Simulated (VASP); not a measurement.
# MgS (Niningerite): single point with r2SCAN

Crystal: MgS (Niningerite).

```
S Mg
1.0
     0.00000    2.61888    2.61888
     2.61888    0.00000    2.61888
     2.61888    2.61888    0.00000
S Mg
1 1
Cartesian
  2.6189 2.6189 2.6189
  0.0000 0.0000 0.0000
```

```
Program             : VASP 6.6.1
Task                : single point
Functional          : r2SCAN
Potentials or basis : VASP PAW PBE potentials, release 64 (S, Mg)
Cutoff              : 520 eV
k mesh              : 9 × 9 × 9
Occupations         : fermi-dirac, width 0.05 eV
Spin                : no spin polarisation
```

The pressure is -2.0 GPa and the band gap on the k mesh is 3.52 eV, indirect (least direct gap 4.45 eV).

Levels at points of the mesh, in eV from the valence-band top:
```
           k point  band 1  band 2  band 3  band 4  band 5  band 6  band 7  band 8  band 9
(0.00, 0.00, 0.00)  -13.07    0.00    0.00    0.00    4.45    8.54    8.54    8.54   10.92
```

Run time: 44 s on 1 thread of Intel(R) Xeon(R) Platinum 8488C (Sapphire Rapids) (shared host), peak memory 0.17 GiB.

Caveat: the PAW data sets were made with another functional, which shifts forces and pressure a little. A k mesh can miss the band edges.
